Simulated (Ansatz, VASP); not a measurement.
**One calculation of BN, two programs**

```
CELL_PARAMETERS angstrom
2.55394 0.00000 0.00000
-1.27697 2.21178 0.00000
0.00000 0.00000 4.22685
ATOMIC_POSITIONS crystal
B 0.66667 0.33333 0.98789
B 0.33333 0.66667 0.49972
N 0.66667 0.33333 0.62528
N 0.33333 0.66667 0.12528
```

Alike in both runs: task single point; functional PBE; k mesh 12 × 12 × 6; occupations gaussian, width 0.05 eV; no spin polarisation.

```csv
,VASP,Ansatz
version,VASP 6.6.1,Ansatz 0.2.0
potentials or method,"VASP PAW PBE potentials, release 64 (B, N), cutoff 520 eV","scalar-relativistic, plane waves, PAW"
valence electrons in the cell,16,16
```

|  | VASP | Ansatz | Ansatz less VASP |
| --- | --- | --- | --- |
| gap on the k mesh at the Fermi level (eV) | 4.76 | 4.77 | +0.016 |
| least direct gap on the mesh (eV) | 8.00 | 8.01 | +0.006 |
| pressure (GPa) | 0.4 | 0.1 | -0.24 |
| traceless stress, the component that is largest in VASP (GPa) | 0.09 | 0.06 | -0.039 |
| rms of the force components (eV/Å) | 0.627 | 0.625 | -0.0020 |

Atom by atom the forces differ by 0.003 eV/Å (rms over components).
